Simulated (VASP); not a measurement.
# CdI2 (P-3m1) in VASP: single point with HSE06

Aim: the single point of CdI2 with HSE06.

All numbers are computed with VASP 6.6.1; they aren't measurements. Logs are shortened: lines on timing, memory, paths and dates and some standing lists are left out, and cuts for length are marked.

### Step 1. The cell of the first run

It takes space group P-3m1 (No. 164, trigonal). The conventional cell has a = 4.248 Å, b = 4.248 Å, c = 6.884 Å, α = 90.00°, β = 90.00°, γ = 120.00°. Cd (site symmetry -3m) has 6 I at 2.99 Å within 3.9 Å. I (site symmetry 3m) has 3 Cd at 2.99 Å within 3.9 Å.

### Step 2. Single point, HSE06

Input file POSCAR:

```
CdI2
1.0
    4.2483568955      0.0000000000      0.0000000000
   -2.1241784478      3.6791849958      0.0000000000
    0.0000000000      0.0000000000      6.8844152040
Cd I
1 2
Direct
    0.0000000000      0.0000000000      0.0000000000
    0.3333333333      0.6666666667      0.2495592320
    0.6666666667      0.3333333333      0.7504407680
```

Input file INCAR.step1:

```
SYSTEM = CdI2
ALGO = Normal ; EDIFF = 1E-5
ENCUT = 400 ; GGA = PE
GGA_COMPAT = .FALSE. ; ISIF = 2
ISMEAR = 0 ; LASPH = .TRUE.
LCHARG = .FALSE. ; LREAL = .FALSE.
LWAVE = .TRUE. ; NBANDS = 20
NELM = 120 ; PREC = Accurate
SIGMA = 0.2
```

Input file INCAR.step2:

```
SYSTEM = CdI2
ALGO = Normal ; EDIFF = 1E-6
ENCUT = 400 ; GGA = PE
GGA_COMPAT = .FALSE. ; HFSCREEN = 0.2079
ISIF = 2 ; ISMEAR = 0
ISTART = 1 ; LASPH = .TRUE.
LCHARG = .FALSE. ; LHFCALC = .TRUE.
LREAL = .FALSE. ; LWAVE = .FALSE.
NBANDS = 20 ; NELM = 120
PREC = Accurate ; PRECFOCK = Normal
SIGMA = 0.2
```

Input file KPOINTS:

```
k-points
0
G
  6 6 2
  0 0 0
```

Potentials or basis: VASP PAW PBE potentials, release 64 (Cd, I).

On the command line:

```sh
cat potpaw_PBE.64/Cd/POTCAR potpaw_PBE.64/I/POTCAR > POTCAR
cp INCAR.step1 INCAR
mpirun -np 1 vasp_std > vasp.out
cp INCAR.step2 INCAR
mpirun -np 1 vasp_std > vasp.out
```

OUTCAR:

```text
SYSTEM = CdI2
   EDIFF = 1E-6
   ENCUT = 400
   GGA = PE
   HFSCREEN = 0.2079
   ISIF = 2
   ISMEAR = 0
   ISTART = 1
   LASPH = .TRUE.
   LHFCALC = .TRUE.
   LREAL = .FALSE.
   NELM = 120
   PREC = Accurate
   PRECFOCK = Normal

 ion  position               nearest neighbor table
   1  0.000  0.000  0.000-   2 2.99   3 2.99   2 2.99   3 2.99   3 2.99   2 2.99
   2  0.333  0.667  0.250-   1 2.99   1 2.99   1 2.99
   3  0.667  0.333  0.750-   1 2.99   1 2.99   1 2.99

  LATTYP: Found a hexagonal cell.
 ALAT       =     4.2483568955
 C/A-ratio  =     1.6204889027

  Lattice vectors:

 A1 = (   4.2483568955,   0.0000000000,   0.0000000000)
 A2 = (  -2.1241784478,   3.6791849958,   0.0000000000)
 A3 = (   0.0000000000,   0.0000000000,   6.8844152040)

Analysis of symmetry for initial positions (statically):
=====================================================================
 Subroutine PRICEL returns:
 Original cell was already a primitive cell.

 Routine SETGRP: Setting up the symmetry group for a
 hexagonal supercell.

 Subroutine GETGRP returns: Found 12 space group operations
 (whereof 12 operations were pure point group operations)
 out of a pool of 24 trial point group operations.

The static configuration has the point symmetry D_3d.

Analysis of symmetry for dynamics (positions and initial velocities):
=====================================================================
 Subroutine PRICEL returns:
 Original cell was already a primitive cell.

 Routine SETGRP: Setting up the symmetry group for a
 hexagonal supercell.

 Subroutine GETGRP returns: Found 12 space group operations
 (whereof 12 operations were pure point group operations)
 out of a pool of 24 trial point group operations.

The dynamic configuration has the point symmetry D_3d.

 Subroutine INISYM returns: Found 12 space group operations
 (whereof 12 operations are pure point group operations),
 and found     1 'primitive' translations

----------------------------------------------------------------------------------------

                                     Primitive cell

  volume of cell :     107.6068

  direct lattice vectors                    reciprocal lattice vectors
     4.248356895  0.000000000  0.000000000     0.235385121  0.135899663  0.000000000
    -2.124178448  3.679184996  0.000000000     0.000000000  0.271799325  0.000000000
     0.000000000  0.000000000  6.884415204     0.000000000  0.000000000  0.145255620

  length of vectors
     4.248356895  4.248356895  6.884415204     0.271799325  0.271799325  0.145255620

  position of ions in fractional coordinates (direct lattice)
     0.000000000  0.000000000  0.000000000
     0.333333333  0.666666667  0.249559232
     0.666666667  0.333333333  0.750440768

  ion indices of the primitive-cell ions
   primitive index   ion index
                 1           1
                 2           2
                 3           3

----------------------------------------------------------------------------------------

 KPOINTS: k-points

Automatic generation of k-mesh.
 Grid dimensions read from file:
 generate k-points for:    6    6    2

 Generating k-lattice:

  Cartesian coordinates                     Fractional coordinates (reciprocal lattice)
     0.039230853  0.022649944  0.000000000     0.166666667  0.000000000  0.000000000
     0.000000000  0.045299888  0.000000000     0.000000000  0.166666667  0.000000000
     0.000000000  0.000000000  0.072627810     0.000000000  0.000000000  0.500000000

  Length of vectors
     0.045299888  0.045299888  0.072627810

  Shift w.r.t. Gamma in fractional coordinates (k-lattice)
     0.000000000  0.000000000  0.000000000

 Subroutine IBZKPT returns following result:
 ===========================================

 Found     14 irreducible k-points:

 Following reciprocal coordinates:
            Coordinates               Weight
  0.000000  0.000000  0.000000      1.000000
  0.166667  0.000000  0.000000      6.000000
  0.333333  0.000000  0.000000      6.000000
  0.500000 -0.000000  0.000000      3.000000
  0.166667  0.166667  0.000000      6.000000
  0.333333  0.166667  0.000000     12.000000
  0.333333  0.333333  0.000000      2.000000
  0.000000  0.000000  0.500000      1.000000
  0.166667  0.000000  0.500000      6.000000
  0.333333  0.000000  0.500000      6.000000
  0.500000 -0.000000  0.500000      3.000000
  0.166667  0.166667  0.500000      6.000000
  0.333333  0.166667  0.500000     12.000000
  0.333333  0.333333  0.500000      2.000000
   k-points           NKPTS =     14   k-points in BZ     NKDIM =     72   number of bands    NBANDS=     20
   number of dos      NEDOS =    301   number of ions     NIONS =      3
   total plane-waves  NPLWV =  37632
   dimension x,y,z NGX =    28 NGY =   28 NGZ =   48
   dimension x,y,z NGXF=    56 NGYF=   56 NGZF=   96
   ions per type =               1   2
   NGX,Y,Z   is equivalent  to a cutoff of  10.96, 10.96, 11.59 a.u.
   NGXF,Y,Z  is equivalent  to a cutoff of  21.91, 21.91, 23.18 a.u.
 SYSTEM =  CdI2
   PREC   = accura    normal or accurate (medium, high low for compatibility)
   ISTART =      1    job   : 0-new  1-cont  2-samecut
   ICHARG =      0    charge: 1-file 2-atom 10-const
   ISPIN  =      1    spin polarized calculation?
   LNONCOLLINEAR =      F non collinear calculations
   LSORBIT =      F    spin-orbit coupling
   LASPH  =      T    aspherical Exc in radial PAW
   ENCUT  =  400.0 eV  29.40 Ry    5.42 a.u.   6.93  6.93 11.23*2*pi/ulx,y,z
   NELM   =    120;   NELMIN=  2; NELMDL=  0     # of ELM steps
   EDIFF  = 0.1E-05   stopping-criterion for ELM
   LREAL  =      F    real-space projection
   EDIFFG = 0.1E-04   stopping-criterion for IOM
   NSW    =      0    number of steps for IOM
   IBRION =     -1    ionic relax: 0-MD 1-quasi-New 2-CG
   NFREE  =      0    steps in history (QN), initial steepest desc. (CG)
   ISIF   =      2    stress and relaxation
   ISYM   =      3    0-nonsym 1-usesym 2-fastsym
   POTIM  = 0.5000    time-step for ionic-motion
   TEBEG  =    0.0;   TEEND  =   0.0 temperature during run
   PSTRESS=    0.0 pullay stress
   NELECT =      26.0000    total number of electrons
   NUPDOWN=      -1.0000    fix difference up-down
   EMIN   =  10.00;   EMAX   =-10.00  energy-range for DOS
   EFERMI =   0.00;   METHOD = LEGACY
   ISMEAR =     0;   SIGMA  =   0.20  broadening in eV -4-tet -1-fermi 0-gaus
   EFERMI_NEDOS =   21; number of points for ismear=-14 and -15
   IALGO  =     38    algorithm
   IMIX   =      1    mixing-type and parameters
     AMIX     =   0.40;   BMIX     =  1.00
     AMIX_MAG =   1.60;   BMIX_MAG =  1.00
  volume/ion in A,a.u.               =      35.87       242.06
  Fermi-wavevector in a.u.,A,eV,Ry     =   1.019654  1.926866 14.145893  1.039694
  Thomas-Fermi vector in A             =   2.153180
   LORBIT       =      0    0 simple, 1 ext, 2 COOP (PROOUT), +10 PAW based schemes
   GGA     = PE    functional components
   LHFCALC =     T    Hartree Fock is set to
   PRECFOCK=normal    Normal, Fast or Accurate (Low or Medium for compatibility)
   ENCUT4O =  -1.0   cutoff for four orbital integrals eV
   NKREDX  =     1    reduce k-point grid by
   NKREDY  =     1    reduce k-point grid by
   NKREDZ  =     1    reduce k-point grid by
   AEXX    =    0.2500 exact exchange contribution
   HFSCREEN=    0.2079 screening length (either q_TF or 0.3 A-1)
   HFSCREENC=   0.2079 screening length for correlation (either q_TF or 0.3 A-1)
   ENCUTFOCK=  -1.0 apply spherical cutoff to Coloumb kernel
   IVDW    =     0    specifies the selected vdW correction
   LEPSILON=     F    determine dielectric tensor
   LRPA    =     F    only Hartree local field effects (RPA)
 non-spin polarized calculation
 Gauss-broadening in eV      SIGMA  =   0.20
  energy-cutoff  :      400.00
  volume of cell :      107.61
 maximum number of plane-waves:      1971
 NGX is ok and might be reduce to    28
  NGX = 24; NGY = 24; NGZ = 36

 number of electron      26.0000012 magnetization

 Free energy of the ion-electron system (eV)
  ---------------------------------------------------
  ext. energy  EPLUGINS =         0.00000000
  ---------------------------------------------------
  free energy    TOTEN  =        -7.07365876 eV

  energy without entropy =       -7.07365876  energy(sigma->0) =       -7.07365876

 E-fermi :   2.1839     XC(G=0):  -7.1373

 val. band max:        1.2947700244   @ k =   0.0000   0.0000   0.5000
 cond. band min:       4.6417701410   @ k =   0.5000  -0.0000   0.5000
 fundamental gap:      3.3470001166
 Fermi energy:         2.1838835664

 k-point     1 :       0.0000    0.0000    0.0000
  band No.  band energies     occupation
      1     -11.8303      2.00000
      2     -11.0471      2.00000
      3      -7.5433      2.00000
      4      -7.5433      2.00000
      5      -7.3995      2.00000
      6      -7.3285      2.00000
[... 12 lines left out ...]
     19      11.5428      0.00000
     20      11.5840      0.00000

 k-point     2 :       0.1667    0.0000    0.0000
  band No.  band energies     occupation
      1     -11.6824      2.00000
      2     -11.0337      2.00000
      3      -7.5270      2.00000
      4      -7.4652      2.00000
      5      -7.3746      2.00000
      6      -7.3328      2.00000
[... 12 lines left out ...]
     19      10.5347      0.00000
     20      11.5828      0.00000

 k-point     3 :       0.3333    0.0000    0.0000
  band No.  band energies     occupation
      1     -11.3429      2.00000
      2     -11.0191      2.00000
      3      -7.5098      2.00000
      4      -7.4003      2.00000
      5      -7.3262      2.00000
      6      -7.2919      2.00000
[... 12 lines left out ...]
     19      10.9091      0.00000
     20      11.5579      0.00000

 k-point     4 :       0.5000   -0.0000    0.0000
  band No.  band energies     occupation
      1     -11.0888      2.00000
      2     -11.0753      2.00000
      3      -7.5083      2.00000
      4      -7.4094      2.00000
      5      -7.3128      2.00000
      6      -7.2683      2.00000
[... 199 lines left out ...]
 k-point    13 :       0.3333    0.1667    0.5000
  band No.  band energies     occupation
      1     -11.1191      2.00000
      2     -11.0423      2.00000
      3      -7.4551      2.00000
      4      -7.3839      2.00000
      5      -7.3136      2.00000
      6      -7.2830      2.00000
[... 12 lines left out ...]
     19      10.5818      0.00000
     20      11.8847      0.00000

 k-point    14 :       0.3333    0.3333    0.5000
  band No.  band energies     occupation
      1     -11.0308      2.00000
      2     -11.0308      2.00000
      3      -7.3534      2.00000
      4      -7.3534      2.00000
      5      -7.2987      2.00000
      6      -7.2736      2.00000
[... 12 lines left out ...]
     19      11.3904      0.00000
     20      11.3905      0.00000

------------------------ aborting loop because EDIFF is reached ----------------------------------------

  FORCE on cell =-STRESS in cart. coord.  units (eV):
  Direction    XX          YY          ZZ          XY          YZ          ZX
  --------------------------------------------------------------------------------------
  -------------------------------------------------------------------------------------
  Total        0.4421691      0.4421691      0.3737955     -0.0000000      0.0000000      0.0000000
  in kB        6.5835368      6.5835368      5.5655103     -0.0000000      0.0000000      0.0000000
  external PRESSURE =       6.2441947 kB  Pullay stress =       0.0000000 kB

 VOLUME and BASIS-vectors are now :
 -----------------------------------------------------------------------------
  energy-cutoff  :      400.00
  volume of cell :      107.61
      direct lattice vectors                 reciprocal lattice vectors
     4.248356895  0.000000000  0.000000000     0.235385121  0.135899663  0.000000000
    -2.124178448  3.679184996  0.000000000     0.000000000  0.271799325  0.000000000
     0.000000000  0.000000000  6.884415204     0.000000000  0.000000000  0.145255620

 POSITION                                       TOTAL-FORCE (eV/Angst)
 -----------------------------------------------------------------------------------
      0.00000      0.00000      0.00000        -0.000000      0.000000      0.000000
     -0.00000      2.45279      1.71807         0.000000     -0.000000     -0.060852
      2.12418      1.22639      5.16635        -0.000000      0.000000      0.060852
 -----------------------------------------------------------------------------------
    total drift:                                0.000000     -0.000000     -0.000029

  FREE ENERGIE OF THE ION-ELECTRON SYSTEM (eV)
  ---------------------------------------------------
  free  energy   TOTEN  =        -7.0736587601 eV

  energy  without entropy=       -7.0736587601  energy(sigma->0) =       -7.07365876
```

Run time: 33 min. Hardware: 1 thread of AMD EPYC 7R13 (Zen 3), shared host; peak memory 0.29 GiB.

What came out:

```yaml
Free_energy: -7.0737 eV
Pressure: 0.6 GPa
Largest_force: 0.061 eV/Å
Band_gap_on_the_k_mesh: 3.35 eV (least direct gap 3.61 eV)
```

Forces in eV/Å, atoms in the order of the input:
```
Cd   0.000  0.000  0.000
I    0.000  0.000 -0.061
I    0.000  0.000  0.061
```

Levels at points of the mesh, in eV from the valence-band top:
| k point | band 10 | band 11 | band 12 | band 13 | band 14 | band 15 | band 16 | band 17 |
| --- | --- | --- | --- | --- | --- | --- | --- | --- |
| (0.00, 0.00, 0.00) | -0.29 | -0.15 | -0.15 | -0.13 | 3.48 | 5.42 | 7.44 | 7.44 |
| (0.50, 0.00, 0.00) | -2.11 | -1.60 | -0.72 | -0.13 | 3.62 | 5.98 | 6.86 | 7.59 |
| (0.00, 0.00, 0.50) | -0.42 | -0.42 | 0.00 | 0.00 | 4.64 | 5.47 | 7.21 | 7.21 |
| (0.50, 0.00, 0.50) | -1.38 | -1.28 | -0.53 | -0.46 | 3.35 | 5.88 | 6.84 | 7.55 |

Caveat: the k points lie up to 0.46 Å⁻¹ apart; the PAW data sets were made with another functional, which shifts forces and pressure a little; spin-orbit coupling is left out, which moves the levels of the heavy elements; this functional lacks dispersion, which binds layers or chains, so the pressure and a relaxed spacing across them are unreliable.
